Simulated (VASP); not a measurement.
Set up this calculation in VASP 6.6.1, as the native input.

```
Task                   : single point
Functional             : PBEsol
Potentials or basis    : VASP PAW PBE potentials, release 64 (K_sv)
Cutoff                 : 520 eV
k mesh                 : 10 × 10 × 5
Occupations            : fermi-dirac, width 0.05 eV
Spin                   : no spin polarisation
Dipole correction      : no
Further INCAR settings : ALGO = Normal; EDIFF = 1e-07; NBANDS = 16
```

The structure of K lies in POSCAR:

```
K
1.0
    4.1441677867      0.0000000000      0.0000000000
   -2.0720838934      3.5889545808      0.0000000000
    0.0000000000      0.0000000000      6.7135518146
K
2
Direct
    0.3333333333      0.6666666667      0.2500000000
    0.6666666667      0.3333333333      0.7500000000
```

This isn't the form of K at room conditions, which is bcc.

These files were run (other wordings do the same):

INCAR

```
SYSTEM = K
PREC = Accurate
ENCUT = 520
EDIFF = 1E-7
ISMEAR = -1
SIGMA = 0.05
LREAL = .FALSE.
LASPH = .TRUE.
NELM = 60
ALGO = Normal
ISIF = 2
LWAVE = .FALSE.
LCHARG = .FALSE.
GGA = PS
NBANDS = 16
```

KPOINTS

```
regular mesh
0
G
  10 10 5
  0 0 0
```

Potentials or basis: VASP PAW PBE potentials, release 64 (K_sv).

Run with:

```sh
$ cat potpaw_PBE.64/K_sv/POTCAR > POTCAR
$ mpirun -np 1 vasp_std > vasp.out
```

It gave:

```json
{"Pressure": "2.5 GPa", "Band gap on the k mesh": "zero (bands 9 and 10 overlap by 2.17 eV)"}
```

Caveat: the PAW data sets were made with another functional, which shifts forces and pressure a little.

Wall time 44 s on 1 thread of Intel(R) Xeon(R) Platinum 8488C (Sapphire Rapids), on a shared host, peak memory 0.24 GiB.
